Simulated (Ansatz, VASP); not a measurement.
This is a calculation of CoO for VASP 6.6.1.

File INCAR:

```
SYSTEM = CoO
ALGO = Normal
EDIFF = 1E-7
EDIFFG = -0.005
ENCUT = 600
GGA = PS
IBRION = 2
ISIF = 3
ISMEAR = -1
ISPIN = 2
IVDW = 13
LASPH = .TRUE.
LCHARG = .FALSE.
LMAXMIX = 4
LORBIT = 11
LREAL = .FALSE.
LWAVE = .FALSE.
MAGMOM = 2 0
NELM = 150
NSW = 80
PREC = Accurate
SIGMA = 0.05
```

KPOINTS

```
k-points
0
G
  7 7 7
  0 0 0
```

POSCAR

```
CoO
1.0
    1.6022198417      0.9250420569      2.5664708903
   -1.6022198417      0.9250420569      2.5664708903
    0.0000000000     -1.8500841138      2.5664708903
Co O
1 1
Direct
    0.9989783200      0.9989783200      0.9989783200
    0.7510210300      0.7510210300      0.7510210300
```

Potentials or basis: VASP PAW PBE potentials, release 64 (Co, O).

Launch:

```sh
$ cat potpaw_PBE.64/Co/POTCAR potpaw_PBE.64/O/POTCAR > POTCAR
$ mpirun -np 1 vasp_std > vasp.out
```

**Question.** Set up the same calculation for Ansatz 0.2.0. Potentials there: all-electron LAPW, scalar-relativistic.

**Answer.** As run (the cutoff follows the program's own potentials):

input.yaml

```yaml
crystal:
  lattice:
    - [1.6022198417, 0.9250420569, 2.5664708903]
    - [-1.6022198417, 0.9250420569, 2.5664708903]
    - [0.0, -1.8500841138, 2.5664708903]
  atoms:
    - { symbol: Co, position: [0.99897832, 0.99897832, 0.99897832], spin: 2.0 }
    - { symbol: O, position: [0.75102103, 0.75102103, 0.75102103] }
kpoints:
  mp_grid: { grid: [7, 7, 7] }
scf:
  occupations: { method: fermi_dirac, width: 0.05 }
hamiltonian:
  xc: pbesol
  dispersion: d4
  pseudopotentials: { kind: all_electron, lapw: { basis_error: 0.001 } }
magnetization:
  spin_polarized: true
output:
  forces: true
  stress: true
relax:
  f_tol: 0.005
  max_steps: 60
  cell: {}
```

Potentials or basis: all-electron LAPW, scalar-relativistic.

Launch:

```sh
$ ansatz run input.yaml --threads 2 --pin off --max-ram 6144MiB --backend cpu --events-out ev --progress --plain --runs-dir out
```

Both were run:

|  | VASP | Ansatz | Ansatz less VASP |
| --- | --- | --- | --- |
| net moment per atom (μB) | 0.98 | 1.00 | +0.025 |
| size of the moment on the site where the two differ most (μB) | 0.18 | 0.19 | +0.005 |
| relaxed volume (Å³/atom) | 10.22 | 10.26 | +0.037 |
| relaxed cell length with the largest relative difference (Å) | 3.067 | 3.073 | +0.0056 |

VASP's potentials were made for PBE, not for PBEsol. Site moments also hang on the region over which each program counts them. Ansatz ran all-electron here, and VASP with PAW potentials.

Noted on Ansatz's run: the k mesh is thin for a metal, which can move the energy by tens of meV per atom.
